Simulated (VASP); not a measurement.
Set up this calculation in VASP 6.6.1, as the native input.

- Task: single point
- Functional: PBE
- Potentials or basis: VASP PAW PBE potentials, release 64 (Te, Pb_d)
- Cutoff: 520 eV
- k mesh: 6 × 6 × 6
- Occupations: fermi-dirac, width 0.02 eV
- Spin: no spin polarisation
- Dipole correction: no
- Further INCAR settings: ALGO = Normal; EDIFF = 1e-06; NBANDS = 17

The structure of TePb lies in POSCAR:

```
TePb
1.0
    0.0000000000      3.2860552957      3.2860552957
    3.2860552957      0.0000000000      3.2860552957
    3.2860552957      3.2860552957      0.0000000000
Te Pb
1 1
Direct
    0.5000000000      0.5000000000      0.5000000000
    0.0000000000      0.0000000000      0.0000000000
```

The input as run:

INCAR

```
ALGO = Normal
EDIFF = 1E-6
ENCUT = 520
GGA = PE
ISIF = 2
ISMEAR = -1
LASPH = True
LCHARG = False
LREAL = False
LWAVE = False
NBANDS = 17
NELM = 100
PREC = Accurate
SIGMA = 0.02
```

KPOINTS

```
k-points
0
Gamma
  6 6 6
```

Potentials or basis: VASP PAW PBE potentials, release 64 (Te, Pb_d).

Command:

```sh
$ cat potpaw_PBE.64/Te/POTCAR potpaw_PBE.64/Pb_d/POTCAR > POTCAR
$ mpirun -np 1 vasp_std > vasp.out
```

It gave:

* Pressure: -0.1 GPa
* Band gap on the k mesh: 0.83 eV, direct

Caveat: spin-orbit coupling is left out, which moves the levels of the heavy elements.

Run time: 18 s on 1 thread of Intel(R) Xeon(R) Platinum 8259CL CPU @ 2.50GHz (Skylake/Cascade Lake), with other jobs on the host, peak memory 0.2 GiB.
